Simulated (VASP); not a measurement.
Set up this calculation in VASP 6.6.1, as the native input.

| Item | Value |
| --- | --- |
| Task | single point |
| Functional | PBE |
| Potentials or basis | VASP PAW PBE potentials, release 64 (Ba_sv, S) |
| Cutoff | 520 eV |
| k mesh | 9 × 9 × 9 |
| Occupations | fermi-dirac, width 0.08 eV |
| Spin | no spin polarisation |
| Dipole correction | no |
| Further INCAR settings | ALGO = Normal; EDIFF = 1e-07; NBANDS = 15 |

The structure of BaS (zincblende type) lies in POSCAR:

```
BaS
1.0
    0.0000000000      3.5850977816      3.5850977816
    3.5850977816      0.0000000000      3.5850977816
    3.5850977816      3.5850977816      0.0000000000
Ba S
1 1
Direct
    0.0000000000      0.0000000000      0.0000000000
    0.2500000000      0.2500000000      0.2500000000
```

This cell differs from its parent crystal: volume scaled by 1.06.

The input as run:

INCAR

```
  ALGO = Normal
  EDIFF = 1E-7
  ENCUT = 520
  GGA = PE
  ISIF = 2
  ISMEAR = -1
  LASPH = True
  LCHARG = False
  LREAL = False
  LWAVE = False
  NBANDS = 15
  NELM = 100
  PREC = Accurate
  SIGMA = 0.08
```

KPOINTS

```
k-points
0
Gamma
  9 9 9
```

Potentials or basis: VASP PAW PBE potentials, release 64 (Ba_sv, S).

The run is started by

```bash
$ cat potpaw_PBE.64/Ba_sv/POTCAR potpaw_PBE.64/S/POTCAR > POTCAR
$ mpirun -np 1 vasp_std > vasp.out
```

It gave:

```
Pressure               : -1.1 GPa
Band gap on the k mesh : 2.70 eV, indirect (least direct gap 3.26 eV)
```

Caveat: spin-orbit coupling is left out, which moves the levels of the heavy elements.

It took 61 s on 1 thread of Intel(R) Xeon(R) Platinum 8375C CPU @ 2.90GHz (Ice Lake), on a shared host, peak memory 0.26 GiB.
